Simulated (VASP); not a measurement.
# BH3 in VASP: single point with PBE

Aim: the single point of BH3 with PBE.

Program: VASP 6.6.1. These are calculated values, not measurements. Logs are shortened: lines on timing, memory, paths and dates and some standing lists are left out, and cuts for length are marked.

## (1) The cell of the first run

The cell holds a molecule in a box, 4 atoms: a = 5.877 Å, b = 9.301 Å, c = 25.696 Å, α = 90.00°, β = 90.00°, γ = 90.00°.

## (2) Single point, PBE

The input, INCAR:

```
SYSTEM = BH3
PREC = Accurate ; ENCUT = 520
EDIFF = 1E-6 ; ISMEAR = 0
SIGMA = 0.1 ; LREAL = .False.
LASPH = .True. ; NELM = 100
ALGO = Normal ; ISIF = 2
LWAVE = .False. ; LCHARG = .True.
LDIPOL = .True. ; IDIPOL = 3
DIPOL = 0.5 0.5 0.603 ; GGA = PE
LELF = .True. ; LVHAR = .True.
LVACPOTAV = .True. ; NBANDS = 11
```

The input, KPOINTS:

```
regular mesh
0
Gamma
  3 2 1
  0 0 0
```

The input, POSCAR:

```
BH3
1.0
    5.8769161225      0.0000000000      0.0000000000
    0.0000000000      9.3012680281      0.0000000000
    0.0000000000      0.0000000000     25.6957184343
B H
1 3
Direct
    0.4997818619      0.2019246802      0.5952197043
    0.6820263932      0.2161808695      0.6180740359
    0.5000005111      0.0600622676      0.5824748540
    0.3173113587      0.2158036112      0.6180736546
```

Potentials or basis: VASP PAW PBE potentials, release 64 (B, H).

On the command line:

```
cat potpaw_PBE.64/B/POTCAR potpaw_PBE.64/H/POTCAR > POTCAR
mpirun -np 1 vasp_std > vasp.out
```

OUTCAR:

```text
SYSTEM = BH3
   PREC = Accurate
   ENCUT = 520
   EDIFF = 1E-6
   ISMEAR = 0
   LREAL = .False.
   LASPH = .True.
   NELM = 100
   ISIF = 2
   GGA = PE

 ion  position               nearest neighbor table
   1  0.500  0.202  0.595-   2 1.23   4 1.23   3 1.36
   2  0.682  0.216  0.618-   1 1.23
   3  0.500  0.060  0.582-   1 1.36
   4  0.317  0.216  0.618-   1 1.23

  LATTYP: Found a simple orthorhombic cell.
 ALAT       =     5.8769161225
 B/A-ratio  =     1.5826783698
 C/A-ratio  =     4.3723132845

  Lattice vectors:

 A1 = (   5.8769161225,   0.0000000000,   0.0000000000)
 A2 = (   0.0000000000,   9.3012680281,   0.0000000000)
 A3 = (   0.0000000000,   0.0000000000,  25.6957184343)

Analysis of symmetry for initial positions (statically):
=====================================================================
 Subroutine PRICEL returns:
 Original cell was already a primitive cell.

 Routine SETGRP: Setting up the symmetry group for a
 simple orthorhombic supercell.

 Subroutine GETGRP returns: Found  1 space group operations
 (whereof  1 operations were pure point group operations)
 out of a pool of  8 trial point group operations.

The static configuration has the point symmetry C_1 .

Analysis of symmetry for dynamics (positions and initial velocities):
=====================================================================
 Subroutine PRICEL returns:
 Original cell was already a primitive cell.

 Routine SETGRP: Setting up the symmetry group for a
 simple orthorhombic supercell.

 Subroutine GETGRP returns: Found  1 space group operations
 (whereof  1 operations were pure point group operations)
 out of a pool of  8 trial point group operations.

The dynamic configuration has the point symmetry C_1 .

 Subroutine INISYM returns: Found  1 space group operations
 (whereof  1 operations are pure point group operations),
 and found     1 'primitive' translations

----------------------------------------------------------------------------------------

                                     Primitive cell

  volume of cell :    1404.5992

  direct lattice vectors                    reciprocal lattice vectors
     5.876916122  0.000000000  0.000000000     0.170157269  0.000000000  0.000000000
     0.000000000  9.301268028  0.000000000     0.000000000  0.107512223  0.000000000
     0.000000000  0.000000000 25.695718434     0.000000000  0.000000000  0.038916989

  length of vectors
     5.876916122  9.301268028 25.695718434     0.170157269  0.107512223  0.038916989

  position of ions in fractional coordinates (direct lattice)
     0.499781862  0.201924680  0.595219704
     0.682026393  0.216180870  0.618074036
     0.500000511  0.060062268  0.582474854
     0.317311359  0.215803611  0.618073655

  ion indices of the primitive-cell ions
   primitive index   ion index
                 1           1
                 2           2
                 3           3
                 4           4

----------------------------------------------------------------------------------------

 KPOINTS: regular mesh

Automatic generation of k-mesh.
 Grid dimensions read from file:
 generate k-points for:    3    2    1

 Generating k-lattice:

  Cartesian coordinates                     Fractional coordinates (reciprocal lattice)
     0.056719090  0.000000000  0.000000000     0.333333333  0.000000000  0.000000000
     0.000000000  0.053756111  0.000000000     0.000000000  0.500000000  0.000000000
     0.000000000  0.000000000  0.038916989     0.000000000  0.000000000  1.000000000

  Length of vectors
     0.056719090  0.053756111  0.038916989

  Shift w.r.t. Gamma in fractional coordinates (k-lattice)
     0.000000000  0.000000000  0.000000000

 Subroutine IBZKPT returns following result:
 ===========================================

 Found      4 irreducible k-points:

 Following reciprocal coordinates:
            Coordinates               Weight
  0.000000  0.000000  0.000000      1.000000
  0.333333  0.000000  0.000000      2.000000
  0.000000  0.500000  0.000000      1.000000
  0.333333  0.500000  0.000000      2.000000
   k-points           NKPTS =      4   k-points in BZ     NKDIM =      4   number of bands    NBANDS=     11
   number of dos      NEDOS =    301   number of ions     NIONS =      4
   total plane-waves  NPLWV = 645120
   dimension x,y,z NGX =    48 NGY =   70 NGZ =  192
   dimension x,y,z NGXF=    96 NGYF=  140 NGZF=  384
   ions per type =               1   3
   NGX,Y,Z   is equivalent  to a cutoff of  13.58, 12.51, 12.42 a.u.
   NGXF,Y,Z  is equivalent  to a cutoff of  27.16, 25.02, 24.84 a.u.
 SYSTEM =  BH3
   PREC   = accura    normal or accurate (medium, high low for compatibility)
   ISTART =      0    job   : 0-new  1-cont  2-samecut
   ICHARG =      2    charge: 1-file 2-atom 10-const
   ISPIN  =      1    spin polarized calculation?
   LNONCOLLINEAR =      F non collinear calculations
   LSORBIT =      F    spin-orbit coupling
   LASPH  =      T    aspherical Exc in radial PAW
   ENCUT  =  520.0 eV  38.22 Ry    6.18 a.u.  10.93 17.29 47.78*2*pi/ulx,y,z
   NELM   =    100;   NELMIN=  2; NELMDL= -5     # of ELM steps
   EDIFF  = 0.1E-05   stopping-criterion for ELM
   LREAL  =      F    real-space projection
   EDIFFG = 0.1E-04   stopping-criterion for IOM
   NSW    =      0    number of steps for IOM
   IBRION =     -1    ionic relax: 0-MD 1-quasi-New 2-CG
   NFREE  =      0    steps in history (QN), initial steepest desc. (CG)
   ISIF   =      2    stress and relaxation
   ISYM   =      2    0-nonsym 1-usesym 2-fastsym
   POTIM  = 0.5000    time-step for ionic-motion
   TEBEG  =    0.0;   TEEND  =   0.0 temperature during run
   PSTRESS=    0.0 pullay stress
   NELECT =       6.0000    total number of electrons
   NUPDOWN=      -1.0000    fix difference up-down
   EMIN   =  10.00;   EMAX   =-10.00  energy-range for DOS
   EFERMI =   0.00;   METHOD = LEGACY
   ISMEAR =     0;   SIGMA  =   0.10  broadening in eV -4-tet -1-fermi 0-gaus
   EFERMI_NEDOS =   21; number of points for ismear=-14 and -15
   IALGO  =     38    algorithm
   IMIX   =      4    mixing-type and parameters
     AMIX     =   0.40;   BMIX     =  1.00
     AMIX_MAG =   1.60;   BMIX_MAG =  1.00
  volume/ion in A,a.u.               =     351.15      2369.68
  Fermi-wavevector in a.u.,A,eV,Ry     =   0.265628  0.501965  0.960006  0.070558
  Thomas-Fermi vector in A             =   1.098983
   LORBIT       =      0    0 simple, 1 ext, 2 COOP (PROOUT), +10 PAW based schemes
   GGA     = PE    functional components
   LHFCALC =     F    Hartree Fock is set to
   AEXX    =    0.0000 exact exchange contribution
   IVDW    =     0    specifies the selected vdW correction
   LEPSILON=     F    determine dielectric tensor
   LRPA    =     F    only Hartree local field effects (RPA)
 non-spin polarized calculation
 Gauss-broadening in eV      SIGMA  =   0.10
  energy-cutoff  :      520.00
  volume of cell :     1404.60
 maximum number of plane-waves:     37850
 NGX is ok and might be reduce to    48
   NGX = 21   NGY = 35   NGZ = 95

 dipolmoment           0.000000      0.000000     -0.000009 electrons x Angstroem

 number of electron       6.0000001 magnetization

 dipolmoment           0.000000      0.000000      0.098505 electrons x Angstroem

 Free energy of the ion-electron system (eV)
  ---------------------------------------------------
  ext. energy  EPLUGINS =         0.00000000
  ---------------------------------------------------
  free energy    TOTEN  =       -14.63833283 eV

  energy without entropy =      -14.63833283  energy(sigma->0) =      -14.63833283

 E-fermi :  -6.7373     XC(G=0):  -0.4997

 val. band max:       -7.2425390590   @ k =   0.3333   0.0000   0.0000
 cond. band min:      -3.9107849775   @ k =   0.0000   0.5000   0.0000
 fundamental gap:      3.3317540814
 Fermi energy:        -6.7372578592

 k-point     1 :       0.0000    0.0000    0.0000
  band No.  band energies     occupation
      1     -12.3548      2.00000
      2      -8.3697      2.00000
      3      -7.2584      2.00000
      4      -3.9090      0.00000
      5      -0.5294      0.00000
      6       0.0419      0.00000
      7       0.2307      0.00000
      8       0.7363      0.00000
      9       0.7948      0.00000
     10       0.8267      0.00000
     11       1.2790      0.00000

 k-point     2 :       0.3333    0.0000    0.0000
  band No.  band energies     occupation
      1     -12.3392      2.00000
      2      -8.4428      2.00000
      3      -7.2425      2.00000
      4      -3.8754      0.00000
      5      -0.0277      0.00000
      6       0.5099      0.00000
      7       0.6749      0.00000
      8       1.0245      0.00000
      9       1.1728      0.00000
     10       1.2285      0.00000
     11       1.5268      0.00000

 k-point     3 :       0.0000    0.5000    0.0000
  band No.  band energies     occupation
      1     -12.3548      2.00000
      2      -8.3697      2.00000
      3      -7.2589      2.00000
      4      -3.9108      0.00000
      5      -0.2232      0.00000
      6       0.1384      0.00000
      7       0.4403      0.00000
      8       0.5130      0.00000
      9       0.6347      0.00000
     10       0.6742      0.00000
     11       1.1072      0.00000

 k-point     4 :       0.3333    0.5000    0.0000
  band No.  band energies     occupation
      1     -12.3392      2.00000
      2      -8.4428      2.00000
      3      -7.2430      2.00000
      4      -3.8768      0.00000
      5       0.3116      0.00000
      6       0.5513      0.00000
      7       0.8669      0.00000
      8       0.9842      0.00000
      9       1.0624      0.00000
     10       1.1438      0.00000
     11       1.3563      0.00000

------------------------ aborting loop because EDIFF is reached ----------------------------------------

 vacuum level on the upper side and lower side of the slab       (xc-potential included)         0.037        -0.170

  FORCE on cell =-STRESS in cart. coord.  units (eV):
  Direction    XX          YY          ZZ          XY          YZ          ZX
  --------------------------------------------------------------------------------------
  -------------------------------------------------------------------------------------
  Total       -0.6693726     -2.8354030     -1.0031595      0.0006878      0.7044331      0.0057954
  in kB       -0.7635300     -3.2342454     -1.1442691      0.0007846      0.8035223      0.0066106
  external PRESSURE =      -1.7140148 kB  Pullay stress =       0.0000000 kB

 VOLUME and BASIS-vectors are now :
 -----------------------------------------------------------------------------
  energy-cutoff  :      520.00
  volume of cell :     1404.60
      direct lattice vectors                 reciprocal lattice vectors
     5.876916122  0.000000000  0.000000000     0.170157269  0.000000000  0.000000000
     0.000000000  9.301268028  0.000000000     0.000000000  0.107512223  0.000000000
     0.000000000  0.000000000 25.695718434     0.000000000  0.000000000  0.038916989

 POSITION                                       TOTAL-FORCE (eV/Angst)
 -----------------------------------------------------------------------------------
      2.93718      1.87816     15.29460        -0.009397     -4.885673      2.794575
      4.00821      2.01076     15.88186        -0.278701      1.259881     -1.023306
      2.93846      0.55866     14.96711        -0.000322      2.365288     -0.742919
      1.86481      2.00725     15.88185         0.288420      1.260503     -1.028350
 -----------------------------------------------------------------------------------
    total drift:                               -0.000007      0.000217      0.000142

  FREE ENERGIE OF THE ION-ELECTRON SYSTEM (eV)
  ---------------------------------------------------
  free  energy   TOTEN  =       -14.6383328268 eV

  energy  without entropy=      -14.6383328268  energy(sigma->0) =      -14.63833283

 vacuum level on the upper side and lower side of the slab         0.248        -0.078
```

Run time: 2.4 min. Hardware: 1 thread of Intel Xeon Platinum 8375C at 2.90GHz (Ice Lake), shared host; peak memory 1.1 GiB.

What came out:

* Free energy: -14.6383 eV
* Largest force: 5.628 eV/Å
* Gap between the frontier levels: 3.33 eV, indirect (least direct gap 3.35 eV)
* Ionisation potential of the upper face: 7.49 eV

Forces on the atoms (eV/Å):
```
B   -0.009 -4.886  2.795
H   -0.279  1.260 -1.023
H    0.000  2.365 -0.743
H    0.288  1.261 -1.028
```

Levels at points of the mesh, in eV from the valence-band top:
```tsv
k point	band 1	band 2	band 3	band 4	band 5	band 6
(0.00, 0.00, 0.00)	-5.11	-1.13	-0.02	3.33	6.71	7.28
(0.00, 0.50, 0.00)	-5.11	-1.13	-0.02	3.33	7.02	7.38
```
